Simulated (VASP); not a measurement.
Here is a VASP 6.6.1 calculation.

POSCAR

```
BaZrO3
1.0
    4.2053551814     -0.0315401639      0.0000000000
   -0.0315401639      4.2053551814      0.0000000000
    0.0000000000      0.0000000000      4.2053551814
Ba Zr O
1 1 3
Direct
    0.0000000000      0.0000000000      0.0000000000
    0.5000000000      0.5000000000      0.5000000000
    0.5000000000      0.5000000000      0.0000000000
    0.5000000000      0.0000000000      0.5000000000
    0.0000000000      0.5000000000      0.5000000000
```

File INCAR.step1:

```
  PREC = Accurate
  ENCUT = 520
  ISMEAR = 0
  SIGMA = 0.01
  LREAL = F
  LASPH = T
  NELM = 80
  NBANDS = 28
  GGA = PE
  ALGO = Normal
  EDIFF = 1E-4
  LWAVE = T
  LCHARG = F
```

INCAR.step2

```
  PREC = Accurate
  ENCUT = 520
  EDIFF = 1E-6
  ISMEAR = 0
  SIGMA = 0.01
  LREAL = F
  LASPH = T
  NELM = 80
  ALGO = Normal
  ISIF = 2
  LWAVE = F
  LCHARG = F
  METAGGA = R2SCAN
  LMIXTAU = T
  NBANDS = 28
  ISTART = 1
```

KPOINTS

```
regular mesh
0
Gamma
  6 6 6
```

Potentials or basis: VASP PAW PBE potentials, release 64 (Ba_sv, Zr_sv, O).

Launch:

```sh
$ cat potpaw_PBE.64/Ba_sv/POTCAR potpaw_PBE.64/Zr_sv/POTCAR potpaw_PBE.64/O/POTCAR > POTCAR
$ cp INCAR.step1 INCAR
$ mpirun -np 1 vasp_std > vasp.out
$ cp INCAR.step2 INCAR
$ mpirun -np 1 vasp_std > vasp.out
```

Q: What does it give for the band gap on the k mesh?

A: 3.61 eV (least direct gap 3.85 eV).

Q: Estimate the pressure.

A: 1.0 GPa.

Stress tensor (GPa, compression positive):
```
1.00 1.40 0.00
1.40 1.00 0.00
0.00 0.00 1.00
```

Caveat: the cell differs from its parent crystal (shear xy strain -1.5%); the PAW data sets were made with another functional, which shifts forces and pressure a little; spin-orbit coupling is left out, which moves the levels of the heavy elements. A k mesh can miss the band edges.
